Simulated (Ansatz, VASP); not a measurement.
## CuO in VASP and in Ansatz

The input INCAR:

```
SYSTEM = CuO
PREC = Accurate ; ENCUT = 520
EDIFF = 1E-6 ; ISMEAR = -1
SIGMA = 0.1 ; LREAL = .False.
LASPH = .True. ; NELM = 150
ALGO = Normal ; ISIF = 2
LWAVE = .False. ; LCHARG = .False.
ISPIN = 2 ; MAGMOM = 1 1 0 0
LORBIT = 11 ; LMAXMIX = 4
LDAU = .True. ; LDAUTYPE = 2
LDAUL = 2 -1 ; LDAUU = 4 0
LDAUJ = 0 0 ; LDAUPRINT = 1
GGA = PE ; NBANDS = 29
```

Contents of KPOINTS:

```
Automatic mesh
0
Gamma
  7 7 4
  0 0 0
```

The input POSCAR:

```
CuO
1.0
    2.3245000000     -1.7191000000      0.0000000000
    2.3245000000      1.7191000000      0.0000000000
   -0.7792200000      0.0000000000      5.1281400000
Cu O
2 2
Direct
    0.0000000000      0.5000000000      0.0000000000
    0.5000000000      0.0000000000      0.5000000000
    0.5830000000      0.4170000000      0.2500000000
    0.4170000000      0.5830000000      0.7500000000
```

Input for Ansatz:

```yaml
crystal:
  lattice:
    - [2.3245, -1.7191, 0.0]
    - [2.3245, 1.7191, 0.0]
    - [-0.77922, 0.0, 5.12814]
  atoms:
    - { symbol: Cu, position: [0.0, 0.5, 0.0], spin: 1.0 }
    - { symbol: Cu, position: [0.5, 0.0, 0.5], spin: 1.0 }
    - { symbol: O, position: [0.583, 0.417, 0.25] }
    - { symbol: O, position: [0.417, 0.583, 0.75] }
magnetization:
  spin_polarized: true
hamiltonian:
  xc: pbe
  pseudopotentials: { kind: paw }
  hubbard: { sites: [{ species: Cu, l: d, u_eff: 4.0 }] }
basis:
  ecutwfc: 420
kpoints:
  mp_grid: { grid: [7, 7, 4] }
scf:
  occupations: { method: fermi_dirac, width: 0.1 }
output:
  forces: true
  stress: true
```

Alike in both runs: task single point; functional PBE; k mesh 7 × 7 × 4; occupations fermi-dirac, width 0.1 eV; collinear spin; Hubbard terms Cu d U = 4.0 eV.

```csv
,VASP,Ansatz
version,VASP 6.6.1,Ansatz 0.2.0
potentials or method,"VASP PAW PBE potentials, release 64 (Cu, O), cutoff 520 eV","PAW, plane waves, scalar-relativistic"
valence electrons in the cell,34,50
```

```csv
,VASP,Ansatz,Ansatz less VASP
pressure (GPa),2.9,6.3,+3.40
"traceless stress, the component that is largest in VASP (GPa)",-2.10,-1.52,+0.581
rms of the force components (eV/Å),0.097,0.106,+0.0093
net moment per atom (μB),0.49,0.45,-0.043
size of the moment on the site where the two differ most (μB),0.65,0.57,-0.078
```

Site moments also hang on the region over which each program counts them. The programs project onto different local orbitals, so the same U acts differently, and such runs can settle in different states. Atom by atom the forces differ by 0.009 eV/Å (rms over components). VASP's potentials hold 34 valence electrons a cell and Ansatz's 50, so a difference there can come from the potentials and not from the codes. Ansatz's warnings: filled band counts differ across k points.
